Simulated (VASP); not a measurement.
Wanted: the native input for a VASP 6.6.1 run.

```yaml
Task: single point
Functional: LDA
Potentials_or_basis: VASP PAW LDA potentials, release 64 (Pt, Pb_d)
Cutoff: 520 eV
k_mesh: 9 × 9 × 9
Occupations: fermi-dirac, width 0.03 eV
Spin: no spin polarisation
Dipole_correction: no
Further_INCAR_settings: ALGO = Normal; EDIFF = 1e-06; NBANDS = 30
```

The structure of Pt3Pb lies in POSCAR:

```
Pt3Pb
1.0
    4.0031554390      0.0000000000      0.0000000000
    0.0000000000      4.0031554390      0.0000000000
    0.0000000000      0.0000000000      4.0031554390
Pt Pb
3 1
Direct
    0.0000000000      0.5000000000      0.5000000000
    0.5000000000      0.0000000000      0.5000000000
    0.5000000000      0.5000000000      0.0000000000
    0.0000000000      0.0000000000      0.0000000000
```

This cell differs from its parent crystal: volume scaled by 0.96.

These files were run (other wordings do the same):

INCAR

```
SYSTEM = Pt3Pb
ALGO     = Normal         ! electronic algorithm
EDIFF    = 1E-6           ! SCF threshold, eV
ENCUT    = 520            ! plane-wave cutoff, eV
GGA      = CA             ! functional
ISIF     = 2              ! what is computed and relaxed
ISMEAR   = -1             ! smearing method
LASPH    = .True.         ! aspherical terms in the spheres
LCHARG   = .True.         ! write CHGCAR
LELF     = .True.         ! ELF
LREAL    = .False.        ! projectors in reciprocal space
LVHAR    = .True.       
LWAVE    = .False.        ! write WAVECAR
NBANDS   = 30             ! bands
NELM     = 80             ! most SCF steps
PREC     = Accurate       ! precision mode
SIGMA    = 0.03           ! smearing width, eV
```

KPOINTS

```
k-points
0
Gamma
  9 9 9
  0 0 0
```

Potentials or basis: VASP PAW LDA potentials, release 64 (Pt, Pb_d).

Launch:

```bash
$ cat potpaw_LDA.64/Pt/POTCAR potpaw_LDA.64/Pb_d/POTCAR > POTCAR
$ mpirun -np 1 vasp_std > vasp.out
```

It gave:

The pressure is 7.3 GPa. The band gap on the k mesh is zero (band 22 reaches 12.09 eV, above the bottom of band 23 at 11.68 eV).

Caveat: spin-orbit coupling is left out, which moves the levels of the heavy elements.

It took 50 s on 1 thread of Intel(R) Xeon(R) Platinum 8375C CPU @ 2.90GHz (Ice Lake), with other jobs on the host, peak memory 0.19 GiB.
